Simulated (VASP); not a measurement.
# Sc (Fd-3m) in VASP: single point with PBEsol

Aim: the single point of Sc with PBEsol.

Everything below comes from runs of VASP 6.6.1. Logs are shortened: lines on timing, memory, paths and dates and some standing lists are left out, and cuts for length are marked.

### Step 1. The cell of the first run

Symmetry: Fd-3m, No. 227, cubic system. The conventional cell has a = 6.356 Å, b = 6.356 Å, c = 6.356 Å, α = 90.00°, β = 90.00°, γ = 90.00°. Sc (site symmetry -43m) has 4 Sc at 2.75 Å within 3.6 Å.

### Step 2. Single point, PBEsol

File INCAR:

```
SYSTEM = Sc
  PREC = Accurate
  ENCUT = 520
  EDIFF = 1E-6
  ISMEAR = -1
  SIGMA = 0.13605693000000002
  LREAL = .False.
  LASPH = .True.
  NELM = 80
  ALGO = Normal
  ISIF = 2
  LWAVE = .False.
  LCHARG = .False.
  GGA = PS
  NBANDS = 18
```

File KPOINTS:

```
Automatic mesh
0
Gamma
  8 8 8
  0 0 0
```

File POSCAR:

```
Sc
1.0
    0.0000000000      3.1777756949      3.1777756949
    3.1777756949      0.0000000000      3.1777756949
    3.1777756949      3.1777756949      0.0000000000
Sc
2
Direct
    0.0000000000      0.0000000000      0.0000000000
    0.2500000000      0.2500000000      0.2500000000
```

Potentials or basis: VASP PAW PBE potentials, release 64 (Sc_sv).

Started as:

```bash
$ cat potpaw_PBE.64/Sc_sv/POTCAR > POTCAR
$ mpirun -np 1 vasp_std > vasp.out
```

OUTCAR:

```text
SYSTEM = Sc
   PREC = Accurate
   ENCUT = 520
   EDIFF = 1E-6
   ISMEAR = -1
   LREAL = .False.
   LASPH = .True.
   NELM = 80
   ISIF = 2
   GGA = PS

 ion  position               nearest neighbor table
   1  0.000  0.000  0.000-   2 2.75   2 2.75   2 2.75   2 2.75
   2  0.250  0.250  0.250-   1 2.75   1 2.75   1 2.75   1 2.75

  LATTYP: Found a face centered cubic cell.
 ALAT       =     6.3555513898

  Lattice vectors:

 A1 = (   0.0000000000,   3.1777756949,   3.1777756949)
 A2 = (   3.1777756949,   0.0000000000,   3.1777756949)
 A3 = (   3.1777756949,   3.1777756949,   0.0000000000)

Analysis of symmetry for initial positions (statically):
=====================================================================
 Subroutine PRICEL returns:
 Original cell was already a primitive cell.

 Routine SETGRP: Setting up the symmetry group for a
 face centered cubic supercell.

 Subroutine GETGRP returns: Found 48 space group operations
 (whereof 24 operations were pure point group operations)
 out of a pool of 48 trial point group operations.

The static configuration has the point symmetry T_d .
 The point group associated with its full space group is O_h .

Analysis of symmetry for dynamics (positions and initial velocities):
=====================================================================
 Subroutine PRICEL returns:
 Original cell was already a primitive cell.

 Routine SETGRP: Setting up the symmetry group for a
 face centered cubic supercell.

 Subroutine GETGRP returns: Found 48 space group operations
 (whereof 24 operations were pure point group operations)
 out of a pool of 48 trial point group operations.

The dynamic configuration has the point symmetry T_d .
 The point group associated with its full space group is O_h .

 Subroutine INISYM returns: Found 48 space group operations
 (whereof 24 operations are pure point group operations),
 and found     1 'primitive' translations

----------------------------------------------------------------------------------------

                                     Primitive cell

  volume of cell :      64.1800

[... 80 lines left out ...]
   ISTART =      0    job   : 0-new  1-cont  2-samecut
   ICHARG =      2    charge: 1-file 2-atom 10-const
   ISPIN  =      1    spin polarized calculation?
   LNONCOLLINEAR =      F non collinear calculations
   LSORBIT =      F    spin-orbit coupling
   LASPH  =      T    aspherical Exc in radial PAW
   ENCUT  =  520.0 eV  38.22 Ry    6.18 a.u.   8.36  8.36  8.36*2*pi/ulx,y,z
   NELM   =     80;   NELMIN=  2; NELMDL= -5     # of ELM steps
   EDIFF  = 0.1E-05   stopping-criterion for ELM
   LREAL  =      F    real-space projection
   EDIFFG = 0.1E-04   stopping-criterion for IOM
   NSW    =      0    number of steps for IOM
   IBRION =     -1    ionic relax: 0-MD 1-quasi-New 2-CG
   NFREE  =      0    steps in history (QN), initial steepest desc. (CG)
   ISIF   =      2    stress and relaxation
   ISYM   =      2    0-nonsym 1-usesym 2-fastsym
   POTIM  = 0.5000    time-step for ionic-motion
   TEBEG  =    0.0;   TEEND  =   0.0 temperature during run
   PSTRESS=    0.0 pullay stress
   NELECT =      22.0000    total number of electrons
   NUPDOWN=      -1.0000    fix difference up-down
   EMIN   =  10.00;   EMAX   =-10.00  energy-range for DOS
   EFERMI =   0.00;   METHOD = LEGACY
   ISMEAR =    -1;   SIGMA  =   0.14  broadening in eV -4-tet -1-fermi 0-gaus
   EFERMI_NEDOS =   21; number of points for ismear=-14 and -15
   IALGO  =     38    algorithm
   IMIX   =      4    mixing-type and parameters
     AMIX     =   0.40;   BMIX     =  1.00
     AMIX_MAG =   1.60;   BMIX_MAG =  1.00
  volume/ion in A,a.u.               =      32.09       216.55
  Fermi-wavevector in a.u.,A,eV,Ry     =   1.145731  2.165117 17.860347  1.312698
  Thomas-Fermi vector in A             =   2.282418
   LORBIT       =      0    0 simple, 1 ext, 2 COOP (PROOUT), +10 PAW based schemes
   GGA     = PS    functional components
   LHFCALC =     F    Hartree Fock is set to
   AEXX    =    0.0000 exact exchange contribution
   IVDW    =     0    specifies the selected vdW correction
   LEPSILON=     F    determine dielectric tensor
   LRPA    =     F    only Hartree local field effects (RPA)
 non-spin polarized calculation
  energy-cutoff  :      520.00
  volume of cell :       64.18
 maximum number of plane-waves:      1759
 NGX is ok and might be reduce to    36
   NGX = 17   NGY = 17   NGZ = 17

 number of electron      22.0000002 magnetization

 Free energy of the ion-electron system (eV)
  ---------------------------------------------------
  ext. energy  EPLUGINS =         0.00000000
  ---------------------------------------------------
  free energy    TOTEN  =        -9.30419205 eV

  energy without entropy =       -8.98935109  energy(sigma->0) =       -9.14677157

 E-fermi :   1.9725     XC(G=0):  -8.7651

 val. band max:        1.9599028848   @ k =  -0.3750   0.2500   0.0000
 cond. band min:       1.9815680973   @ k =   0.0000   0.0000   0.0000
 fundamental gap:      0.0216652125
 Fermi energy:         1.9724569744

 k-point     1 :       0.0000    0.0000    0.0000
  band No.  band energies     occupation
      1     -47.6421      2.00000
      2     -47.3617      2.00000
      3     -26.5237      2.00000
      4     -26.5237      2.00000
      5     -26.5237      2.00000
      6     -26.0455      2.00000
[... 481 lines left out ...]
      5     -26.4245      2.00000
      6     -26.1522      2.00000
[... 10 lines left out ...]
     17       4.2609      0.00000
     18       5.2341      0.00000

 [... further k-points ...]

------------------------ aborting loop because EDIFF is reached ----------------------------------------

  FORCE on cell =-STRESS in cart. coord.  units (eV):
  Direction    XX          YY          ZZ          XY          YZ          ZX
  --------------------------------------------------------------------------------------
  -------------------------------------------------------------------------------------
  Total        0.0043086      0.0043086      0.0043086     -0.0000000      0.0000000      0.0000000
  in kB        0.1075586      0.1075586      0.1075586     -0.0000000      0.0000000      0.0000000
  external PRESSURE =       0.1075586 kB  Pullay stress =       0.0000000 kB

 VOLUME and BASIS-vectors are now :
 -----------------------------------------------------------------------------
  energy-cutoff  :      520.00
  volume of cell :       64.18
      direct lattice vectors                 reciprocal lattice vectors
     0.000000000  3.177775695  3.177775695    -0.157342760  0.157342760  0.157342760
     3.177775695  0.000000000  3.177775695     0.157342760 -0.157342760  0.157342760
     3.177775695  3.177775695  0.000000000     0.157342760  0.157342760 -0.157342760

 POSITION                                       TOTAL-FORCE (eV/Angst)
 -----------------------------------------------------------------------------------
      0.00000      0.00000      0.00000        -0.000000     -0.000000      0.000000
      1.58889      1.58889      1.58889         0.000000      0.000000     -0.000000
 -----------------------------------------------------------------------------------
    total drift:                                0.000000      0.000000      0.000000

  FREE ENERGIE OF THE ION-ELECTRON SYSTEM (eV)
  ---------------------------------------------------
  free  energy   TOTEN  =        -9.3041920534 eV

  energy  without entropy=       -8.9893510927  energy(sigma->0) =       -9.14677157
```

Wall time 48 s (1 thread of Intel Xeon Platinum 8375C at 2.90GHz (Ice Lake), shared host); peak memory 0.21 GiB.

What came out:

```
Free energy            : -9.3042 eV
Pressure               : 0.0 GPa
Band gap on the k mesh : zero (band 11 reaches 2.42 eV, above the bottom of band 12 at 1.77 eV)
```

Caveat: the PAW data sets were made with another functional, which shifts forces and pressure a little.
